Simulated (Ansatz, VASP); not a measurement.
**One calculation of Cu, two programs**

```xyz
2
Lattice="2.5456 0.0000 0.0000 0.0000 2.5456 0.0000 0.0000 0.0000 3.6000" Properties=species:S:1:pos:R:3 pbc="T T T"
Cu    0.0000    0.0000    0.0000
Cu    1.2728    1.2728    1.8000
```

Alike in both runs: task relaxation of cell and atoms; functional LDA; k mesh 16 × 16 × 12; occupations methfessel-paxton of order 1, width 0.1 eV; no spin polarisation.

|  | VASP | Ansatz |
| --- | --- | --- |
| version | VASP 6.6.1 | Ansatz 0.2.0 |
| potentials or method | VASP PAW LDA potentials, release 64 (Cu) | scalar-relativistic, plane waves, PAW |
| plane-wave cutoff (eV) | 600 | 420 |
| valence electrons in the cell | 22 | 38 |

|  | VASP | Ansatz | Ansatz less VASP |
| --- | --- | --- | --- |
| gap on the k mesh at the Fermi level, each at its own relaxed structure (eV) | none | none | - |
| relaxed volume (Å³/atom) | 10.93 | 10.89 | -0.041 |
| relaxed cell length with the largest relative difference (Å) | 3.508 | 3.503 | -0.0049 |

LDA's correlation is that of Perdew and Zunger in VASP and of Perdew and Wang (1992) in Ansatz. A gap of «none» marks a metal or a gap that the smearing closes. VASP's potentials hold 22 valence electrons a cell and Ansatz's 38, so a difference there can come from the potentials and not from the codes.
